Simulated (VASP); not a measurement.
Crystal: Ge4P.

```
Ge P
1.0
     4.63119    0.00000    0.00000
    -2.31559    4.01073    0.00000
     0.00000    0.00000    5.43712
Ge P
4 1
Direct
  0.50000 0.00000 0.50000
  0.00000 0.50000 0.50000
  0.50000 0.50000 0.50000
  0.00000 0.00000 0.50000
  0.00000 0.00000 0.00000
```

```yaml
Program: VASP 6.6.1
Task: relaxation of cell and atoms
Functional: PBE
Potentials_or_basis: VASP PAW PBE potentials, release 64 (Ge_d, P)
Cutoff: 600 eV
k_mesh: 6 × 6 × 4
Occupations: gaussian, width 0.1 eV
Spin: no spin polarisation
```

At the start: pressure 37.9 GPa; volume 20.20 Å³/atom.

Q: How do energy, volume and symmetry change on relaxing?

A: Over 10 steps the energy falls by 1303.8 meV/atom and the volume is 26.03 Å³/atom (+28.9 %); space group P6/mmm (No. 191, to 0.05 Å).

Step by step:
```csv
step,energy change (eV),largest force (eV/Å),pressure (GPa),volume (Å³)
1,0.0000,0.0000,37.93,100.99
2,-4.9575,0.0000,-7.17,180.54
3,-6.1053,0.0000,-2.35,143.12
4,-6.1107,0.0000,-3.13,145.96
5,-6.1117,0.0000,-2.96,144.95
6,-6.4509,0.0000,-1.70,136.37
7,-6.5157,0.0000,-0.67,132.03
8,-6.5164,0.0000,-0.44,131.41
9,-6.5164,0.0000,-0.54,131.68
10,-6.5191,0.0000,0.03,130.15
```

Final structure:
```xyz
5
Lattice="5.6073 0.0000 0.0000 -2.8037 4.8561 0.0000 0.0000 0.0000 4.7797" Properties=species:S:1:pos:R:3 pbc="T T T"
Ge    2.8037    0.0000    2.3899
Ge   -1.4018    2.4280    2.3899
Ge    1.4018    2.4280    2.3899
Ge   -2.8037    4.8561    2.3899
P    -2.8037    4.8561    0.0000
```

Caveat: the volume moved by over 15 % at a fixed basis, so the end points are rough.
